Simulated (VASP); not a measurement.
Wanted: the native input for a VASP 6.6.1 run.

```
Task                   : single point
Functional             : LDA
Potentials or basis    : VASP PAW LDA potentials, release 64 (Li_sv, Mg)
Cutoff                 : 750 eV
k mesh                 : 11 × 11 × 11, shifted
Occupations            : methfessel-paxton, width 0.1 eV
Spin                   : no spin polarisation
Dipole correction      : no
Further INCAR settings : ALGO = Normal; EDIFF = 1e-06; NBANDS = 10
```

The structure of LiMg lies in POSCAR:

```
LiMg
1.0
    1.5457500000      0.8924391786      5.0810666667
   -1.5457500000      0.8924391786      5.0810666667
    0.0000000000     -1.7848783572      5.0810666667
Li Mg
1 1
Direct
    0.0000000000      0.0000000000      0.0000000000
    0.5000000000      0.5000000000      0.5000000000
```

The input as run:

INCAR

```
  PREC = Accurate
  ENCUT = 750
  EDIFF = 1E-6
  ISMEAR = 1
  SIGMA = 0.1
  LREAL = F
  LASPH = T
  NELM = 120
  ALGO = Normal
  ISIF = 2
  LWAVE = F
  LCHARG = F
  GGA = CA
  NBANDS = 10
  GGA_COMPAT = F
```

KPOINTS

```
Automatic mesh
0
Gamma
  11 11 11
  0.5 0.5 0.5
```

Potentials or basis: VASP PAW LDA potentials, release 64 (Li_sv, Mg).

Command:

```sh
$ cat potpaw_LDA.64/Li_sv/POTCAR potpaw_LDA.64/Mg/POTCAR > POTCAR
$ mpirun -np 1 vasp_std > vasp.out
```

It gave:

- Pressure: -1.6 GPa
- Band gap on the k mesh: zero (an odd number of electrons rules out a gap without spin polarisation)

Run time: 87 s on 1 thread of Intel(R) Xeon(R) 6975P-C (Granite Rapids), on a shared host, peak memory 0.33 GiB.
